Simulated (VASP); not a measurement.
Crystal: P.

```
P
1.0
     0.00000    1.95743    1.95743
     1.95743    0.00000    1.95743
     1.95743    1.95743    0.00000
P
1
Cartesian
  0.0000 0.0000 0.0000
```

- Program: VASP 6.6.1
- Task: relaxation of cell and atoms
- Functional: PBE
- Potentials or basis: VASP PAW PBE potentials, release 64 (P)
- Cutoff: 600 eV
- k mesh: 18 × 18 × 18
- Occupations: fermi-dirac, width 0.1 eV
- Spin: no spin polarisation

At the start: pressure -2.8 GPa; volume 15.00 Å³/atom.

Task: Where does the relaxation end?

Result: Over 3 steps the energy falls by 4.2 meV/atom and the volume is 14.53 Å³/atom (-3.1 %); space group Fm-3m (No. 225, to 0.05 Å).

The path:
```csv
step,energy change (eV),largest force (eV/Å),pressure (GPa),volume (Å³)
1,0.0000,0.0000,-2.79,15.00
2,-0.0040,0.0000,0.59,14.44
3,-0.0042,0.0000,0.00,14.53
```

Final structure:
```cif
data_structure
_symmetry_space_group_name_H-M 'P 1'
_symmetry_Int_Tables_number 1
_cell_length_a 2.7390
_cell_length_b 2.7390
_cell_length_c 2.7390
_cell_angle_alpha 60.000
_cell_angle_beta 60.000
_cell_angle_gamma 60.000
_cell_volume 14.53
loop_
_atom_site_label
_atom_site_type_symbol
_atom_site_fract_x
_atom_site_fract_y
_atom_site_fract_z
_atom_site_occupancy
P1 P 0.00000 0.00000 0.00000 1
```
